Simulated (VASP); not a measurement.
# Na (Im-3m) in VASP: settings compared, part 2 of 2

VASP 6.6.1. The steps go on from the part before.

## Step 5: Single point, PBE

This run uses another cell than the first one, of 16.22 Å³/atom, 0.413 times its volume.

Contents of INCAR:

```
SYSTEM = Na
PREC = Accurate
ENCUT = 520
EDIFF = 1E-6
ISMEAR = -1
SIGMA = 0.05
LREAL = .False.
LASPH = .True.
NELM = 60
ALGO = Fast
ISIF = 2
LWAVE = .False.
LCHARG = .False.
GGA = PE
NBANDS = 10
```

Contents of KPOINTS:

```
Automatic mesh
0
Gamma
  9 9 9
  0 0 0
```

Contents of POSCAR:

```
Na
1.0
   -1.5946367605      1.5946367605      1.5946367605
    1.5946367605     -1.5946367605      1.5946367605
    1.5946367605      1.5946367605     -1.5946367605
Na
1
Direct
    0.0000000000      0.0000000000      0.0000000000
```

Potentials or basis: VASP PAW PBE potentials, release 64 (Na_pv).

Launch:

```sh
$ cat potpaw_PBE.64/Na_pv/POTCAR > POTCAR
$ mpirun -np 1 vasp_std > vasp.out
```

OUTCAR:

```text
SYSTEM = Na
   PREC = Accurate
   ENCUT = 520
   EDIFF = 1E-6
   ISMEAR = -1
   LREAL = .False.
   LASPH = .True.
   NELM = 60
   ISIF = 2
   GGA = PE

 ion  position               nearest neighbor table
   1  0.000  0.000  0.000-

  LATTYP: Found a body centered cubic cell.
 ALAT       =     3.1892735210

  Lattice vectors:

 A1 = (  -1.5946367605,   1.5946367605,   1.5946367605)
 A2 = (   1.5946367605,  -1.5946367605,   1.5946367605)
 A3 = (   1.5946367605,   1.5946367605,  -1.5946367605)

Analysis of symmetry for initial positions (statically):
=====================================================================
 Subroutine PRICEL returns:
 Original cell was already a primitive cell.

 Routine SETGRP: Setting up the symmetry group for a
 body centered cubic supercell.

 Subroutine GETGRP returns: Found 48 space group operations
[... 9 lines left out ...]

 Routine SETGRP: Setting up the symmetry group for a
 body centered cubic supercell.

 Subroutine GETGRP returns: Found 48 space group operations
[... 11 lines left out ...]
                                     Primitive cell

  volume of cell :      16.2198

[... 132 lines left out ...]

  energy without entropy =       -0.32166738  energy(sigma->0) =       -0.32277464

 E-fermi :   4.2290     XC(G=0):  -9.1528

 val. band max:        4.1174384357   @ k =  -0.3333   0.4444   0.1111
 cond. band min:       4.4450585209   @ k =   0.4444   0.0000   0.0000
 fundamental gap:      0.3276200852
 Fermi energy:         4.2289593941

 k-point     1 :       0.0000    0.0000    0.0000
  band No.  band energies     occupation
      1     -20.7612      2.00000
      2     -20.7612      2.00000
      3     -20.7612      2.00000
      4      -1.2758      2.00000
      5      22.3109      0.00000
      6      22.3109      0.00000
      7      22.3109      0.00000
      8      24.0204      0.00000
      9      24.0205      0.00000
     10      25.1186      0.00000
[... 287 lines left out ...]
 k-point    24 :      -0.4444   -0.4444    0.1111
  band No.  band energies     occupation
      1     -21.1831      2.00000
      2     -20.9686      2.00000
      3     -20.8314      2.00000
      4       6.1550      0.00000
      5       7.2522      0.00000
      6      13.0101      0.00000
      7      18.5186      0.00000
      8      22.5047      0.00000
      9      23.2747      0.00000
     10      27.0599      0.00000

 [... further k-points ...]
[... 5 lines left out ...]
  --------------------------------------------------------------------------------------
  -------------------------------------------------------------------------------------
  Total        3.0372402      3.0372402      3.0372402     -0.0000000     -0.0000000      0.0000000
  in kB      300.0159953    300.0159953    300.0159953     -0.0000000     -0.0000000      0.0000000
  external PRESSURE =     300.0159953 kB  Pullay stress =       0.0000000 kB

 VOLUME and BASIS-vectors are now :
 -----------------------------------------------------------------------------
  energy-cutoff  :      520.00
  volume of cell :       16.22
      direct lattice vectors                 reciprocal lattice vectors
    -1.594636761  1.594636761  1.594636761     0.000000000  0.313551031  0.313551031
     1.594636761 -1.594636761  1.594636761     0.313551031  0.000000000  0.313551031
     1.594636761  1.594636761 -1.594636761     0.313551031  0.313551031  0.000000000

 POSITION                                       TOTAL-FORCE (eV/Angst)
 -----------------------------------------------------------------------------------
      0.00000      0.00000      0.00000         0.000000     -0.000000      0.000000
 -----------------------------------------------------------------------------------
    total drift:                               -0.000000      0.000000      0.000000

  FREE ENERGIE OF THE ION-ELECTRON SYSTEM (eV)
  ---------------------------------------------------
  free  energy   TOTEN  =        -0.3238818912 eV

  energy  without entropy=       -0.3216673840  energy(sigma->0) =       -0.32277464
```

OSZICAR:

```text
N       E                     dE             d eps       ncg     rms          rms(c)
DAV:   1     0.362935825152E+02    0.36294E+02   -0.40616E+03   706   0.767E+02
DAV:   2     0.370485007443E+00   -0.35923E+02   -0.35559E+02   744   0.195E+02
DAV:   3    -0.330870933024E+00   -0.70136E+00   -0.70094E+00   846   0.257E+01
DAV:   4    -0.333469284186E+00   -0.25984E-02   -0.25982E-02   820   0.150E+00
DAV:   5    -0.333482650300E+00   -0.13366E-04   -0.13366E-04   792   0.106E-01    0.523E-01
RMM:   6    -0.327742406794E+00    0.57402E-02   -0.30962E-04   912   0.201E-01    0.326E-01
RMM:   7    -0.323859603770E+00    0.38828E-02   -0.10337E-03   943   0.419E-01    0.198E-02
RMM:   8    -0.323879049915E+00   -0.19446E-04   -0.11465E-04  1015   0.158E-01    0.544E-03
RMM:   9    -0.323882605495E+00   -0.35556E-05   -0.28758E-05   971   0.582E-02    0.219E-03
RMM:  10    -0.323881891184E+00    0.71431E-06   -0.13414E-06   758   0.167E-02
   1 F= -.32388189E+00 E0= -.32277464E+00  d E =-.221451E-02
```

It took 6.6 s on 1 thread of Intel Xeon 8259CL, shared host; peak memory 0.13 GiB.

Results:

- Free energy: -0.3239 eV
- Pressure: 30.0 GPa

## Step 6: Single point, PBE

This run uses another cell than the first one, of 18.38 Å³/atom, 0.468 times its volume.

Contents of INCAR:

```
PREC = Accurate
ENCUT = 520
EDIFF = 1E-7
ISMEAR = -1
SIGMA = 0.05
LREAL = F
LASPH = T
NELM = 100
ALGO = Normal
ISIF = 2
LWAVE = F
LCHARG = F
GGA = PE
NBANDS = 10
```

Contents of KPOINTS:

```
regular mesh
0
Gamma
  9 9 9
```

Contents of POSCAR:

```
Na
1.0
   -1.6626423438      1.6626423438      1.6626423438
    1.6626423438     -1.6626423438      1.6626423438
    1.6626423438      1.6626423438     -1.6626423438
Na
1
Direct
    0.0000000000      0.0000000000      0.0000000000
```

Potentials or basis: VASP PAW PBE potentials, release 64 (Na_pv).

Launch:

```sh
$ cat potpaw_PBE.64/Na_pv/POTCAR > POTCAR
$ mpirun -np 1 vasp_std > vasp.out
```

It took 8.1 s on 1 thread of Intel Xeon 8259CL, shared host; peak memory 0.13 GiB.

Results (log left out):

```yaml
Free_energy: -0.6576 eV
Pressure: 20.1 GPa
```

Levels at points of the mesh, in eV from the Fermi level:
```csv
k point,band 1,band 2,band 3,band 4,band 5,band 6
"(0.00, 0.00, 0.00)",-24.84,-24.84,-24.84,-5.09,17.02,17.02
```

## Step 7: Summary

| task | level | cell | cutoff (eV) | gap on the mesh (eV) | pressure (GPa) | relaxed volume (Å³/atom) |
| --- | --- | --- | --- | --- | --- | --- |
| single point | PBE+D3(BJ) | a = 3.708 Å, angles 109.5°, 1 atom | 520 | none | -1.0 | - |
| relaxation of cell and atoms | PBE+D3(BJ) | relaxed from a = 3.708 Å, angles 109.5°, 1 atom | 600 | none | 0.0 | 34.04 |
| relaxation of cell and atoms | PBE+D4 | relaxed from a = 3.708 Å, angles 109.5°, 1 atom | 600 | none | 0.0 | 36.57 |
| single point | PBE | a = 2.762 Å, angles 109.5°, 1 atom | 520 | none | 30.0 | - |
| single point | PBE | a = 2.880 Å, angles 109.5°, 1 atom | 520 | none | 20.1 | - |

Alike in all rows: potentials or basis VASP PAW PBE potentials, release 64 (Na_pv); no spin polarisation; k mesh 9 × 9 × 9; smearing fermi-dirac 0.05 eV.

Caveats: pairwise dispersion overbinds metals, which lowers pressure and volume (some runs); three body term missing (some runs); the volume moved by -13 % from the deposited cell, more than functionals usually miss (some runs).

Absolute energies hang on the potentials; compare differences alone.
